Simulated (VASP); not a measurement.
# Ti in VASP: notebook, part 2 of 2

VASP 6.6.1. Earlier steps stand in the parts before.

### 4 Electric field gradients, LDA (equal xy, yz and zx shear strains of -2 %)

Input file INCAR:

```
SYSTEM = Ti
  PREC = Accurate
  ENCUT = 400
  EDIFF = 1E-8
  ISMEAR = -1
  SIGMA = 0.05
  LREAL = .FALSE.
  LASPH = .TRUE.
  NELM = 120
  ALGO = Normal
  ISIF = 2
  LWAVE = .FALSE.
  LCHARG = .FALSE.
  GGA = CA
  LEFG = .TRUE.
  NBANDS = 12
  GGA_COMPAT = .FALSE.
```

Input file KPOINTS:

```
regular mesh
0
G
  14 14 14
  0 0 0
```

Input file POSCAR:

```
Ti
1.0
   -0.0406000000      2.0097000000      2.0097000000
    2.0097000000     -0.0406000000      2.0097000000
    2.0097000000      2.0097000000     -0.0406000000
Ti
1
Direct
    0.0000000000      0.0000000000      0.0000000000
```

Potentials or basis: VASP PAW LDA potentials, release 64 (Ti_sv).

Launch:

```console
cat potpaw_LDA.64/Ti_sv/POTCAR > POTCAR
mpirun -np 1 vasp_std > vasp.out
```

OUTCAR:

```text
SYSTEM = Ti
   PREC = Accurate
   ENCUT = 400
   EDIFF = 1E-8
   ISMEAR = -1
   LREAL = .FALSE.
   LASPH = .TRUE.
   NELM = 120
   ISIF = 2
   GGA = CA

 ion  position               nearest neighbor table
   1  0.000  0.000  0.000-

  LATTYP: Found a trigonal (rhomboedric) cell.
 ALAT       =     2.8424349667
 COS(alpha) =     0.4797000918

  Lattice vectors:

 A1 = (  -0.0406000000,   2.0097000000,   2.0097000000)
 A2 = (   2.0097000000,  -0.0406000000,   2.0097000000)
 A3 = (   2.0097000000,   2.0097000000,  -0.0406000000)

Analysis of symmetry for initial positions (statically):
=====================================================================
 Subroutine PRICEL returns:
 Original cell was already a primitive cell.

 Routine SETGRP: Setting up the symmetry group for a
 trigonal (rhombohedral) supercell.

 Subroutine GETGRP returns: Found 12 space group operations
 (whereof 12 operations were pure point group operations)
 out of a pool of 12 trial point group operations.

The static configuration has the point symmetry D_3d.

Analysis of symmetry for dynamics (positions and initial velocities):
=====================================================================
 Subroutine PRICEL returns:
 Original cell was already a primitive cell.

 Routine SETGRP: Setting up the symmetry group for a
 trigonal (rhombohedral) supercell.

 Subroutine GETGRP returns: Found 12 space group operations
 (whereof 12 operations were pure point group operations)
 out of a pool of 12 trial point group operations.

The dynamic configuration has the point symmetry D_3d.

[... 153 lines left out ...]
      2     -23.7581      2.00000
      3     -23.7581      2.00000
      4     -23.7179      2.00000
      5       2.3197      2.00000
      6       9.1443      0.00000
      7       9.1443      0.00000
      8       9.4785      0.00000
      9      10.9625      0.00000
     10      10.9625      0.00000
     11      23.9285      0.00000
     12      28.2361      0.00000
[... 331 lines left out ...]
 k-point    24 :       0.2857    0.1429   -0.0000
  band No.  band energies     occupation
      1     -47.4670      2.00000
      2     -24.1429      2.00000
      3     -23.8481      2.00000
      4     -23.8289      2.00000
      5       4.4820      2.00000
      6       8.0675      1.99699
      7       9.3353      0.00000
      8      10.0324      0.00000
      9      10.6962      0.00000
     10      11.5037      0.00000
     11      22.2324      0.00000
     12      24.9817      0.00000

 [... further k-points ...]
[... 5 lines left out ...]
  --------------------------------------------------------------------------------------
  -------------------------------------------------------------------------------------
  Total       -0.5945216     -0.5945216     -0.5945216      0.1123929      0.1123929      0.1123929
  in kB      -56.9496765    -56.9496765    -56.9496765     10.7662041     10.7662041     10.7662041
  external PRESSURE =     -56.9496765 kB  Pullay stress =       0.0000000 kB

 VOLUME and BASIS-vectors are now :
 -----------------------------------------------------------------------------
  energy-cutoff  :      400.00
  volume of cell :       16.73
      direct lattice vectors                 reciprocal lattice vectors
    -0.040600000  2.009700000  2.009700000    -0.241378315  0.246355187  0.246355187
     2.009700000 -0.040600000  2.009700000     0.246355187 -0.241378315  0.246355187
     2.009700000  2.009700000 -0.040600000     0.246355187  0.246355187 -0.241378315

 POSITION                                       TOTAL-FORCE (eV/Angst)
 -----------------------------------------------------------------------------------
      0.00000      0.00000      0.00000        -0.000000     -0.000000      0.000000
 -----------------------------------------------------------------------------------
    total drift:                               -0.000000     -0.000000     -0.000000

  FREE ENERGIE OF THE ION-ELECTRON SYSTEM (eV)
  ---------------------------------------------------
  free  energy   TOTEN  =        -8.4838024909 eV

  energy  without entropy=       -8.4691619740  energy(sigma->0) =       -8.47648223

 Electric field gradients (V/A^2)
---------------------------------------------------------------------
 ion       V_xx      V_yy      V_zz      V_xy      V_xz      V_yz
---------------------------------------------------------------------
   1       0.000     0.000     0.000     4.102     4.102     4.102
---------------------------------------------------------------------

 Electric field gradients after diagonalization (V/A^2)
 (convention: |V_zz| > |V_xx| > |V_yy|)
----------------------------------------------------------------------
 ion       V_xx      V_yy      V_zz     asymmetry (V_yy - V_xx)/ V_zz
----------------------------------------------------------------------
   1      -4.102    -4.102     8.203       0.000
----------------------------------------------------------------------

           NMR quadrupolar parameters

 Cq : quadrupolar parameter    Cq=e*Q*V_zz/h
 eta: asymmetry parameters     (V_yy - V_xx)/ V_zz
 Q  : nuclear electric quadrupole moment in mb (millibarn)
----------------------------------------------------------------------
 ion       Cq(MHz)       eta       Q (mb)
----------------------------------------------------------------------
   1       0.020       0.000       1.000
----------------------------------------------------------------------
```

Wall time 53 s (1 thread of AMD EPYC 7R43 (Zen 3), shared host); peak memory 0.11 GiB.

What came out:

```yaml
Free_energy: -8.4838 eV
Pressure: -5.7 GPa
Band_gap_on_the_k_mesh: zero (band 6 reaches 9.22 eV, above the bottom of band 7 at 7.93 eV)
```

Electric field gradients, principal values (V/Å²):
```
atom   least  middle  greatest (by size)
1 Ti  -4.102  -4.102               8.203
```

Caveat: the cell differs from its parent crystal (equal xy, yz and zx shear strains of -2 %); without QUAD_EFG the Cq values of the log hold for a quadrupole moment of 1 mb, not for the nuclei.

### 5 Electric field gradients, LDA (equal xy, yz and zx shear strains of +1 %)

Input file INCAR:

```
SYSTEM = Ti
ALGO = Normal
EDIFF = 1E-8
ENCUT = 400
GGA_COMPAT = .False.
ISIF = 2
ISMEAR = -1
LASPH = .True.
LCHARG = .False.
LEFG = .True.
LREAL = .False.
LWAVE = .False.
NBANDS = 12
NELM = 120
PREC = Accurate
SIGMA = 0.05
```

Input file KPOINTS:

```
k-points
0
Gamma
  14 14 14
  0 0 0
```

Input file POSCAR:

```
Ti
1.0
    0.0203000000      2.0401500000      2.0401500000
    2.0401500000      0.0203000000      2.0401500000
    2.0401500000      2.0401500000      0.0203000000
Ti
1
Direct
    0.0000000000      0.0000000000      0.0000000000
```

Potentials or basis: VASP PAW LDA potentials, release 64 (Ti_sv).

Launch:

```console
cat potpaw_LDA.64/Ti_sv/POTCAR > POTCAR
mpirun -np 1 vasp_std > vasp.out
```

OUTCAR:

```text
SYSTEM = Ti
   EDIFF = 1E-8
   ENCUT = 400
   ISIF = 2
   ISMEAR = -1
   LASPH = .True.
   LREAL = .False.
   NELM = 120
   PREC = Accurate

 ion  position               nearest neighbor table
   1  0.000  0.000  0.000-

  LATTYP: Found a trigonal (rhomboedric) cell.
 ALAT       =     2.8852792127
 COS(alpha) =     0.5099250056

  Lattice vectors:

 A1 = (   0.0203000000,   2.0401500000,   2.0401500000)
[... 566 lines left out ...]
    total drift:                               -0.000000     -0.000000     -0.000000

  FREE ENERGIE OF THE ION-ELECTRON SYSTEM (eV)
  ---------------------------------------------------
  free  energy   TOTEN  =        -8.4862219867 eV

  energy  without entropy=       -8.4713313143  energy(sigma->0) =       -8.47877665

 Electric field gradients (V/A^2)
---------------------------------------------------------------------
 ion       V_xx      V_yy      V_zz      V_xy      V_xz      V_yz
---------------------------------------------------------------------
   1       0.000    -0.000    -0.000    -2.000    -2.000    -2.000
---------------------------------------------------------------------

 Electric field gradients after diagonalization (V/A^2)
 (convention: |V_zz| > |V_xx| > |V_yy|)
----------------------------------------------------------------------
 ion       V_xx      V_yy      V_zz     asymmetry (V_yy - V_xx)/ V_zz
----------------------------------------------------------------------
   1       2.000     2.000    -4.001       0.000
----------------------------------------------------------------------

           NMR quadrupolar parameters

 Cq : quadrupolar parameter    Cq=e*Q*V_zz/h
 eta: asymmetry parameters     (V_yy - V_xx)/ V_zz
 Q  : nuclear electric quadrupole moment in mb (millibarn)
----------------------------------------------------------------------
 ion       Cq(MHz)       eta       Q (mb)
----------------------------------------------------------------------
   1      -0.010       0.000       1.000
----------------------------------------------------------------------
```

OSZICAR:

```text
N       E                     dE             d eps       ncg     rms          rms(c)
DAV:   1     0.746617325204E+02    0.74662E+02   -0.57173E+03  6936   0.103E+03
DAV:   2    -0.613497454234E+01   -0.80797E+02   -0.78580E+02  7036   0.268E+02
DAV:   3    -0.941929312455E+01   -0.32843E+01   -0.32552E+01  9248   0.577E+01
DAV:   4    -0.948971627623E+01   -0.70423E-01   -0.70329E-01  7576   0.762E+00
DAV:   5    -0.949164612520E+01   -0.19298E-02   -0.19298E-02  8328   0.109E+00    0.845E+00
DAV:   6    -0.849976701807E+01    0.99188E+00   -0.20351E+00  7512   0.208E+01    0.222E+00
DAV:   7    -0.848092407801E+01    0.18843E-01   -0.92809E-02  8392   0.320E+00    0.125E+00
DAV:   8    -0.848602044817E+01   -0.50964E-02   -0.35786E-02  7160   0.251E+00    0.155E-01
DAV:   9    -0.848619972003E+01   -0.17927E-03   -0.23798E-03  8688   0.561E-01    0.675E-02
DAV:  10    -0.848622998654E+01   -0.30267E-04   -0.22948E-04  7252   0.176E-01    0.899E-03
DAV:  11    -0.848622294258E+01    0.70440E-05   -0.16276E-05  7988   0.582E-02    0.100E-02
DAV:  12    -0.848622197618E+01    0.96640E-06   -0.27779E-06  7632   0.212E-02    0.796E-04
DAV:  13    -0.848622198803E+01   -0.11849E-07   -0.70265E-08  7988   0.255E-03    0.413E-04
DAV:  14    -0.848622198672E+01    0.13072E-08   -0.66615E-09  5384   0.117E-03
   1 F= -.84862220E+01 E0= -.84787767E+01  d E =-.148907E-01
```

stdout:

```text
POSCAR found type information on POSCAR Ti
 POSCAR found :  1 types and       1 ions
 scaLAPACK will be used
 LDA part: xc-table for (Slater(with rela. corr.)+CA(PZ))
 , standard interpolation
 POSCAR, INCAR and KPOINTS ok, starting setup
 FFT: planning ... GRIDC
 FFT: planning ... GRID_SOFT
 FFT: planning ... GRID
 WAVECAR not read
 entering main loop
ion   1
```

Run time: 46 s. Hardware: 1 thread of AMD EPYC 7R43 (Zen 3), shared host; peak memory 0.11 GiB.

Results:

```yaml
Free_energy: -8.4862 eV
Pressure: -5.7 GPa
Band_gap_on_the_k_mesh: zero (band 6 reaches 9.16 eV, above the bottom of band 7 at 7.94 eV)
```

Levels at points of the mesh, in eV from the Fermi level:
| k point | band 4 | band 5 | band 6 | band 7 | band 8 | band 9 |
| --- | --- | --- | --- | --- | --- | --- |
| (0.00, 0.00, 0.00) | -32.13 | -6.07 | 0.76 | 0.92 | 0.92 | 2.56 |
| (0.50, 0.00, 0.00) | -32.24 | -2.65 | 0.64 | 0.81 | 0.88 | 3.68 |
| (0.50, 0.50, 0.00) | -32.40 | -2.71 | -1.83 | 3.09 | 3.69 | 4.03 |
| (0.50, 0.50, 0.50) | -32.22 | -2.67 | 0.70 | 0.76 | 0.76 | 3.70 |

Electric field gradients, principal values (V/Å²):
```tsv
atom	least	middle	greatest (by size)
1 Ti	2.000	2.000	-4.001
```

Caveat: the cell differs from its parent crystal (equal xy, yz and zx shear strains of +1 %); without QUAD_EFG the Cq values of the log hold for a quadrupole moment of 1 mb, not for the nuclei.

### 6 The runs side by side

| task | cell | cutoff (eV) | k mesh for the DOS | occupations for the DOS | gap on the mesh (eV) | pressure (GPa) |
| --- | --- | --- | --- | --- | --- | --- |
| electric field gradients | a = 2.927 Å, angles 60.0°, 1 atom | 520 | - | - | none | -10.4 |
| density of states | a = 2.871 Å, angles 60.0°, 1 atom | 520 | 21 × 21 × 21 | tetrahedron | - | - |
| electric field gradients | a = 2.842 Å, angles 61.3°, 1 atom | 400 | - | - | none | -5.7 |
| electric field gradients | a = 2.885 Å, angles 59.3°, 1 atom | 400 | - | - | none | -5.7 |

Alike in all rows: level LDA; potentials or basis VASP PAW LDA potentials, release 64 (Ti_sv); no spin polarisation; k mesh 14 × 14 × 14; smearing fermi-dirac 0.05 eV.

Total energies depend on the potentials used, so only differences within one code and one set of settings carry meaning.
